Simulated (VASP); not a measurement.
Here is a VASP 6.6.1 calculation.

File INCAR:

```
SYSTEM = Rb
PREC = Accurate
ENCUT = 500
EDIFF = 1E-7
ISMEAR = -1
SIGMA = 0.1
LREAL = .False.
LASPH = .True.
NELM = 120
ALGO = Normal
ISIF = 3
LWAVE = .False.
LCHARG = .False.
GGA = PE
IBRION = 2
NSW = 80
EDIFFG = -0.03
GGA_COMPAT = .False.
NELMIN = 4
```

The input KPOINTS:

```
regular mesh
0
Gamma
  4 4 4
  0 0 0
```

The input POSCAR:

```
Rb
1.0
    0.0000000000      4.8550000000      4.8550000000
    4.8550000000      0.0000000000      4.8550000000
    4.8550000000      4.8550000000      0.0000000000
Rb
2
Direct
    1.0000000000      1.0000000000      1.0000000000
    0.2500000000      0.2500000000      0.2500000000
```

Potentials or basis: VASP PAW PBE potentials, release 64 (Rb_sv).

Run with:

```bash
$ cat potpaw_PBE.64/Rb_sv/POTCAR > POTCAR
$ mpirun -np 1 vasp_std > vasp.out
```

(1) Predict the space group after relaxing (to 0.1 Å).

(2) Predict the relaxed cell.

(3) What does it give for the band gap on the k mesh?

(4) Predict the relaxed volume.

## Answers

(1) Fd-3m (No. 227).

(2) a = 7.322 Å, b = 7.322 Å, c = 7.322 Å, α = 60.00°, β = 60.00°, γ = 60.00°.

(3) zero (bands 9 and 10 overlap by 0.16 eV).

(4) 138.79 Å³/atom.

Caveat: the volume moved by over 15 % at a fixed basis, so the end points are rough.
